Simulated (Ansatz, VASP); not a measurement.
**CaSe in VASP and in Ansatz**

```
Ca Se
1.0
     0.00000    2.97024    2.97024
     2.97024    0.00000    2.97024
     2.97024    2.97024    0.00000
Ca Se
1 1
Direct
  0.00000 0.00000 0.00000
  0.50000 0.50000 0.50000
```

Alike in both runs: task relaxation of the atoms; functional BLYP; k mesh 4 × 4 × 4; occupations gaussian, width 0.1 eV; no spin polarisation.

```csv
,VASP,Ansatz
version,VASP 6.6.1,Ansatz 0.2.0
potentials or method,"VASP PAW PBE potentials, release 64 (Ca_sv, Se), cutoff 520 eV","scalar-relativistic, plane waves, PAW"
valence electrons in the cell,16,26
```

VASP gave:

```
gap on the k mesh at the Fermi level, each at its own relaxed structure (eV) : 2.15
```

What did Ansatz give for the same quantities?

gap on the k mesh at the Fermi level, each at its own relaxed structure (eV): 2.17.

VASP's potentials were made for PBE, not for BLYP. VASP's potentials hold 16 valence electrons a cell and Ansatz's 26, so a difference there can come from the potentials and not from the codes.

The k mesh is coarse, so the values compare programs but aren't converged. Noted on VASP's run: the relaxation stopped at its first step, so nothing moved.
